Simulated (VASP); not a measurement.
# InIrC4N4 (P-43m) in VASP: further runs

The runs below take InIrC4N4 through single point, with PBE.

Program: VASP 6.6.1. These are calculated values, not measurements. Logs are shortened: lines on timing, memory, paths and dates and some standing lists are left out, and cuts for length are marked.

### Step 1. The cell of the first run

Symmetry: P-43m, No. 215, cubic system. Conventional cell: a = 5.987 Å, b = 5.987 Å, c = 5.987 Å, α = 90.00°, β = 90.00°, γ = 90.00°. In (site symmetry -43m) has 4 N at 2.10 Å within 2.8 Å. Ir (site symmetry -43m) has 4 C at 1.92 Å within 2.5 Å. Within 1.6 Å of C (site symmetry 3m) lie 1 N at 1.17 Å. N (site symmetry 3m) has 1 C at 1.17 Å within 1.6 Å.

### Step 2. Single point, PBE, collinear spin

Contents of INCAR:

```
SYSTEM = InIrC4N4
PREC = Accurate
ENCUT = 520
EDIFF = 1E-6
ISMEAR = 0
SIGMA = 0.1
LREAL = .FALSE.
LASPH = .TRUE.
NELM = 150
ALGO = Normal
ISIF = 2
LWAVE = .FALSE.
LCHARG = .FALSE.
ISPIN = 2
MAGMOM = 0 1 0 0 0 0 0 0 0 0
LORBIT = 11
LMAXMIX = 4
GGA = PE
NBANDS = 44
```

Contents of KPOINTS:

```
Automatic mesh
0
G
  4 4 4
  0 0 0
```

Contents of POSCAR:

```
InIrC4N4
1.0
    5.9865449400      0.0000000000      0.0000000000
    0.0000000000      5.9865449400      0.0000000000
    0.0000000000      0.0000000000      5.9865449400
In Ir C N
1 1 4 4
Direct
    0.5000000000      0.5000000000      0.5000000000
    0.0000000000      0.0000000000      0.0000000000
    0.1848780000      0.1848780000      0.1848780000
    0.1848780000      0.8151220000      0.8151220000
    0.8151220000      0.1848780000      0.8151220000
    0.8151220000      0.8151220000      0.1848780000
    0.2977143400      0.2977143400      0.2977143400
    0.2977143400      0.7022856600      0.7022856600
    0.7022856600      0.2977143400      0.7022856600
    0.7022856600      0.7022856600      0.2977143400
```

Potentials or basis: VASP PAW PBE potentials, release 64 (In_d, Ir, C, N).

On the command line:

```console
$ cat potpaw_PBE.64/In_d/POTCAR potpaw_PBE.64/Ir/POTCAR potpaw_PBE.64/C/POTCAR potpaw_PBE.64/N/POTCAR > POTCAR
$ mpirun -np 1 vasp_std > vasp.out
```

OUTCAR:

```text
SYSTEM = InIrC4N4
   PREC = Accurate
   ENCUT = 520
   EDIFF = 1E-6
   ISMEAR = 0
   LREAL = .FALSE.
   LASPH = .TRUE.
   NELM = 150
   ISIF = 2
   ISPIN = 2
   LORBIT = 11
   GGA = PE

 ion  position               nearest neighbor table
   1  0.500  0.500  0.500-   7 2.10   8 2.10   9 2.10  10 2.10
   2  0.000  0.000  0.000-   3 1.92   4 1.92   5 1.92   6 1.92
   3  0.185  0.185  0.185-   7 1.17   2 1.92
   4  0.185  0.815  0.815-   8 1.17   2 1.92
   5  0.815  0.185  0.815-   9 1.17   2 1.92
   6  0.815  0.815  0.185-  10 1.17   2 1.92
   7  0.298  0.298  0.298-   3 1.17   1 2.10
   8  0.298  0.702  0.702-   4 1.17   1 2.10
   9  0.702  0.298  0.702-   5 1.17   1 2.10
  10  0.702  0.702  0.298-   6 1.17   1 2.10

  LATTYP: Found a simple cubic cell.
 ALAT       =     5.9865449400

  Lattice vectors:

 A1 = (   5.9865449400,   0.0000000000,   0.0000000000)
 A2 = (   0.0000000000,   5.9865449400,   0.0000000000)
 A3 = (   0.0000000000,   0.0000000000,   5.9865449400)

Analysis of symmetry for initial positions (statically):
=====================================================================
 Subroutine PRICEL returns:
 Original cell was already a primitive cell.

 Routine SETGRP: Setting up the symmetry group for a
 simple cubic supercell.

 Subroutine GETGRP returns: Found 24 space group operations
 (whereof 24 operations were pure point group operations)
 out of a pool of 48 trial point group operations.

The static configuration has the point symmetry T_d .

Analysis of symmetry for dynamics (positions and initial velocities):
=====================================================================
 Subroutine PRICEL returns:
 Original cell was already a primitive cell.

 Routine SETGRP: Setting up the symmetry group for a
 simple cubic supercell.

 Subroutine GETGRP returns: Found 24 space group operations
 (whereof 24 operations were pure point group operations)
 out of a pool of 48 trial point group operations.

The dynamic configuration has the point symmetry T_d .

Analysis of structural, dynamic, and magnetic symmetry:
=====================================================================
 Subroutine PRICEL returns:
 Original cell was already a primitive cell.

 Routine SETGRP: Setting up the symmetry group for a
 simple cubic supercell.

 Subroutine GETGRP returns: Found 24 space group operations
 (whereof 24 operations were pure point group operations)
 out of a pool of 48 trial point group operations.

The overall configuration has the point symmetry T_d .

 Subroutine INISYM returns: Found 24 space group operations
 (whereof 24 operations are pure point group operations),
 and found     1 'primitive' translations

----------------------------------------------------------------------------------------

                                     Primitive cell

  volume of cell :     214.5501

  direct lattice vectors                    reciprocal lattice vectors
     5.986544940  0.000000000  0.000000000     0.167041258  0.000000000  0.000000000
     0.000000000  5.986544940  0.000000000     0.000000000  0.167041258  0.000000000
     0.000000000  0.000000000  5.986544940     0.000000000  0.000000000  0.167041258

  length of vectors
     5.986544940  5.986544940  5.986544940     0.167041258  0.167041258  0.167041258

  position of ions in fractional coordinates (direct lattice)
     0.500000000  0.500000000  0.500000000
     0.000000000  0.000000000  0.000000000
     0.184878000  0.184878000  0.184878000
     0.184878000  0.815122000  0.815122000
     0.815122000  0.184878000  0.815122000
     0.815122000  0.815122000  0.184878000
     0.297714340  0.297714340  0.297714340
     0.297714340  0.702285660  0.702285660
     0.702285660  0.297714340  0.702285660
     0.702285660  0.702285660  0.297714340

  ion indices of the primitive-cell ions
   primitive index   ion index
                 1           1
                 2           2
                 3           3
                 4           4
                 5           5
                 6           6
                 7           7
                 8           8
                 9           9
                10          10

[... 46 lines left out ...]
 SYSTEM =  InIrC4N4
   PREC   = accura    normal or accurate (medium, high low for compatibility)
   ISTART =      0    job   : 0-new  1-cont  2-samecut
   ICHARG =      2    charge: 1-file 2-atom 10-const
   ISPIN  =      2    spin polarized calculation?
   LNONCOLLINEAR =      F non collinear calculations
   LSORBIT =      F    spin-orbit coupling
   LASPH  =      T    aspherical Exc in radial PAW
   ENCUT  =  520.0 eV  38.22 Ry    6.18 a.u.  11.13 11.13 11.13*2*pi/ulx,y,z
   NELM   =    150;   NELMIN=  2; NELMDL= -5     # of ELM steps
   EDIFF  = 0.1E-05   stopping-criterion for ELM
   LREAL  =      F    real-space projection
   EDIFFG = 0.1E-04   stopping-criterion for IOM
   NSW    =      0    number of steps for IOM
   IBRION =     -1    ionic relax: 0-MD 1-quasi-New 2-CG
   NFREE  =      0    steps in history (QN), initial steepest desc. (CG)
   ISIF   =      2    stress and relaxation
   ISYM   =      2    0-nonsym 1-usesym 2-fastsym
   POTIM  = 0.5000    time-step for ionic-motion
   TEBEG  =    0.0;   TEEND  =   0.0 temperature during run
   PSTRESS=    0.0 pullay stress
   NELECT =      58.0000    total number of electrons
   NUPDOWN=      -1.0000    fix difference up-down
   EMIN   =  10.00;   EMAX   =-10.00  energy-range for DOS
   EFERMI =   0.00;   METHOD = LEGACY
   ISMEAR =     0;   SIGMA  =   0.10  broadening in eV -4-tet -1-fermi 0-gaus
   EFERMI_NEDOS =   21; number of points for ismear=-14 and -15
   IALGO  =     38    algorithm
   IMIX   =      4    mixing-type and parameters
     AMIX     =   0.40;   BMIX     =  1.00
     AMIX_MAG =   1.60;   BMIX_MAG =  1.00
  volume/ion in A,a.u.               =      21.46       144.79
  Fermi-wavevector in a.u.,A,eV,Ry     =   1.058542  2.000354 15.245467  1.120510
  Thomas-Fermi vector in A             =   2.193855
   LORBIT       =     11    0 simple, 1 ext, 2 COOP (PROOUT), +10 PAW based schemes
   GGA     = PE    functional components
   LHFCALC =     F    Hartree Fock is set to
   AEXX    =    0.0000 exact exchange contribution
   IVDW    =     0    specifies the selected vdW correction
   LEPSILON=     F    determine dielectric tensor
   LRPA    =     F    only Hartree local field effects (RPA)
 spin polarized calculation
 Gauss-broadening in eV      SIGMA  =   0.10
  energy-cutoff  :      520.00
  volume of cell :      214.55
 maximum number of plane-waves:      5832
 NGX is ok and might be reduce to    48
   NGX = 23   NGY = 23   NGZ = 23

 number of electron      58.0000007 magnetization       2.0000388

 Free energy of the ion-electron system (eV)
  ---------------------------------------------------
  ext. energy  EPLUGINS =         0.00000000
  ---------------------------------------------------
  free energy    TOTEN  =       -76.38029244 eV

  energy without entropy =      -76.33394911  energy(sigma->0) =      -76.35712077

 E-fermi :   0.3519     XC(G=0):  -7.3072

 val. band max:        0.3369130501   @ k =   0.5000   0.5000   0.2500
 cond. band min:       0.3633963296   @ k =   0.5000   0.5000   0.0000
 fundamental gap:      0.0264832795
 Fermi energy:         0.3519023564

 spin component 1

 k-point     1 :       0.0000    0.0000    0.0000
  band No.  band energies     occupation
      1     -18.1684      1.00000
      2     -18.1007      1.00000
      3     -18.1007      1.00000
      4     -18.1007      1.00000
      5     -15.0332      1.00000
      6     -15.0332      1.00000
[... 429 lines left out ...]
     40       6.3837      0.00000
     41       6.3837      0.00000
 Fermi energy:         0.3519023564

 spin component 2

 k-point     1 :       0.0000    0.0000    0.0000
  band No.  band energies     occupation
      1     -18.0362      1.00000
      2     -17.9718      1.00000
      3     -17.9718      1.00000
      4     -17.9718      1.00000
      5     -15.0235      1.00000
      6     -15.0235      1.00000
[... 429 lines left out ...]
     40       6.5754      0.00000
     41       6.5754      0.00000
 [bands above 41 left out]

------------------------ aborting loop because EDIFF is reached ----------------------------------------

  FORCE on cell =-STRESS in cart. coord.  units (eV):
  Direction    XX          YY          ZZ          XY          YZ          ZX
  --------------------------------------------------------------------------------------
  -------------------------------------------------------------------------------------
  Total        4.5479250      4.5479250      4.5479250      0.0000000      0.0000000      0.0000000
  in kB       33.9621472     33.9621472     33.9621472      0.0000000      0.0000000      0.0000000
  external PRESSURE =      33.9621472 kB  Pullay stress =       0.0000000 kB

 VOLUME and BASIS-vectors are now :
 -----------------------------------------------------------------------------
  energy-cutoff  :      520.00
  volume of cell :      214.55
      direct lattice vectors                 reciprocal lattice vectors
     5.986544940  0.000000000  0.000000000     0.167041258  0.000000000  0.000000000
     0.000000000  5.986544940  0.000000000     0.000000000  0.167041258  0.000000000
     0.000000000  0.000000000  5.986544940     0.000000000  0.000000000  0.167041258

 POSITION                                       TOTAL-FORCE (eV/Angst)
 -----------------------------------------------------------------------------------
      2.99327      2.99327      2.99327        -0.000000     -0.000000     -0.000000
      0.00000      0.00000      0.00000        -0.000000     -0.000000     -0.000000
      1.10678      1.10678      1.10678        -0.591952     -0.591952     -0.591952
      1.10678      4.87976      4.87976        -0.591952      0.591952      0.591952
      4.87976      1.10678      4.87976         0.591952     -0.591952      0.591952
      4.87976      4.87976      1.10678         0.591952      0.591952     -0.591952
      1.78228      1.78228      1.78228         1.289399      1.289399      1.289399
      1.78228      4.20426      4.20426         1.289399     -1.289399     -1.289399
      4.20426      1.78228      4.20426        -1.289399      1.289399     -1.289399
      4.20426      4.20426      1.78228        -1.289399     -1.289399      1.289399
 -----------------------------------------------------------------------------------
    total drift:                                0.000000      0.000000      0.000000

  FREE ENERGIE OF THE ION-ELECTRON SYSTEM (eV)
  ---------------------------------------------------
  free  energy   TOTEN  =       -76.3802924409 eV

  energy  without entropy=      -76.3339491078  energy(sigma->0) =      -76.35712077

 total charge

# of ion       s       p       d       tot
------------------------------------------
    1        0.631   0.719  10.021  11.371
    2        0.763   1.076   7.123   8.962
    3        0.949   1.636   0.000   2.585
    4        0.949   1.636   0.000   2.585
    5        0.949   1.636   0.000   2.585
    6        0.949   1.636   0.000   2.585
    7        1.278   2.650   0.000   3.927
    8        1.278   2.650   0.000   3.927
    9        1.278   2.650   0.000   3.927
   10        1.278   2.650   0.000   3.927
--------------------------------------------------
tot         10.300  18.938  17.144  46.382

 magnetization (x)

# of ion       s       p       d       tot
------------------------------------------
    1        0.001   0.001   0.006   0.007
    2        0.008   0.256   0.645   0.909
    3        0.012   0.012   0.000   0.024
    4        0.012   0.012   0.000   0.024
    5        0.012   0.012   0.000   0.024
    6        0.012   0.012   0.000   0.024
    7        0.006   0.089   0.000   0.095
    8        0.006   0.089   0.000   0.095
    9        0.006   0.089   0.000   0.095
   10        0.006   0.089   0.000   0.095
--------------------------------------------------
tot          0.082   0.662   0.650   1.394
```

Run time: 4.8 min. Hardware: 1 thread of Intel Xeon Platinum 8488C (Sapphire Rapids), shared host; peak memory 0.49 GiB.

Results:

| Quantity | Value |
| --- | --- |
| Free energy | -76.3803 eV |
| Pressure | 3.4 GPa |
| Largest force | 2.233 eV/Å |
| Band gap on the k mesh | zero (filled and empty bands overlap) |
| Net moment | 2.00 μB per cell |
| Site moments | In +0.01; Ir +0.91; C +0.02; N +0.10 μB |
| Valence electrons inside the program's atomic spheres | In 11.37; Ir 8.96; C 2.58; N 3.93 |

Forces on the atoms (eV/Å):
```
In   0.000  0.000  0.000
Ir   0.000  0.000  0.000
C   -0.592 -0.592 -0.592
C   -0.592  0.592  0.592
C    0.592 -0.592  0.592
C    0.592  0.592 -0.592
N    1.289  1.289  1.289
N    1.289 -1.289 -1.289
N   -1.289  1.289 -1.289
N   -1.289 -1.289  1.289
```

Caveat: the cell stands under pressure; spin-orbit coupling is left out, which moves the levels of the heavy elements; forces of over 1 eV/Å act on the atoms, so gaps and moduli don't describe the material at rest.

### Step 3. Single point, PBE, collinear spin

This run uses another cell than the first one, of 21.81 Å³/atom.

Contents of INCAR:

```
SYSTEM = InIrC4N4
ALGO = Normal
EDIFF = 1E-6
ENCUT = 520
GGA = PE
ISIF = 2
ISMEAR = 0
ISPIN = 2
LASPH = .TRUE.
LCHARG = .TRUE.
LELF = .TRUE.
LMAXMIX = 4
LORBIT = 11
LREAL = .FALSE.
LVHAR = .TRUE.
LWAVE = .FALSE.
MAGMOM = 0 1 0 0 0 0 0 0 0 0
NBANDS = 44
NELM = 150
PREC = Accurate
SIGMA = 0.1
```

Contents of KPOINTS:

```
k-points
0
G
  4 4 4
  0 0 0
```

Contents of POSCAR:

```
InIrC4N4
1.0
    6.0197418724      0.0000000000      0.0000000000
    0.0000000000      6.0197418724      0.0000000000
    0.0000000000      0.0000000000      6.0197418724
In Ir C N
1 1 4 4
Direct
    0.5000000000      0.5000000000      0.5000000000
    0.0000000000      0.0000000000      0.0000000000
    0.1871429503      0.1871429503      0.1871429503
    0.1871429503      0.8128570497      0.8128570497
    0.8128570497      0.1871429503      0.8128570497
    0.8128570497      0.8128570497      0.1871429503
    0.3007222887      0.3007222887      0.3007222887
    0.3007222887      0.6992777113      0.6992777113
    0.6992777113      0.3007222887      0.6992777113
    0.6992777113      0.6992777113      0.3007222887
```

Potentials or basis: VASP PAW PBE potentials, release 64 (In_d, Ir, C, N).

On the command line:

```console
$ cat potpaw_PBE.64/In_d/POTCAR potpaw_PBE.64/Ir/POTCAR potpaw_PBE.64/C/POTCAR potpaw_PBE.64/N/POTCAR > POTCAR
$ mpirun -np 1 vasp_std > vasp.out
```

It took 5.2 min on 1 thread of Intel Xeon Platinum 8488C (Sapphire Rapids), shared host; peak memory 0.49 GiB.

Results (log left out):

* Free energy: -76.5232 eV
* Pressure: 0.5 GPa
* Largest force: 0.248 eV/Å
* Band gap on the k mesh: zero (filled and empty bands overlap)
* Net moment: 2.00 μB per cell
* Site moments: In +0.01; Ir +0.95; C +0.02; N +0.09 μB
* Valence electrons inside the program's atomic spheres: In 11.42; Ir 8.77; C 2.54; N 3.91

Forces in eV/Å, atoms in the order of the input:
```
In   0.000  0.000  0.000
Ir   0.000  0.000  0.000
C   -0.087 -0.087 -0.087
C   -0.087  0.087  0.087
C    0.087 -0.087  0.087
C    0.087  0.087 -0.087
N    0.143  0.143  0.143
N    0.143 -0.143 -0.143
N   -0.143  0.143 -0.143
N   -0.143 -0.143  0.143
```

Levels at points of the mesh, in eV from the Fermi level:
Spin up:
```csv
k point,band 26,band 27,band 28,band 29,band 30,band 31,band 32,band 33,band 34,band 35
"(0.00, 0.00, 0.00)",-2.31,-2.31,-0.82,-0.82,-0.82,2.97,4.08,4.08,4.08,4.19
"(0.50, 0.00, 0.00)",-2.36,-2.19,-0.63,-0.42,-0.42,3.15,3.17,3.17,3.86,3.98
"(0.50, 0.50, 0.00)",-2.32,-2.18,-0.57,-0.36,-0.36,2.98,3.27,3.27,3.74,3.95
"(0.50, 0.50, 0.50)",-2.25,-2.25,-0.61,-0.61,-0.61,3.02,4.08,4.08,4.08,4.23
```
Spin down:
```csv
k point,band 25,band 26,band 27,band 28,band 29,band 30,band 31,band 32
"(0.00, 0.00, 0.00)",-4.10,-2.00,-2.00,-0.28,-0.28,-0.28,3.05,4.37
"(0.50, 0.00, 0.00)",-4.10,-2.05,-1.87,-0.07,0.16,0.16,3.24,3.34
"(0.50, 0.50, 0.00)",-4.01,-2.01,-1.88,0.02,0.22,0.22,3.08,3.41
"(0.50, 0.50, 0.50)",-3.99,-1.94,-1.94,-0.05,-0.05,-0.05,3.11,4.27
```

Caveat: spin-orbit coupling is left out, which moves the levels of the heavy elements.
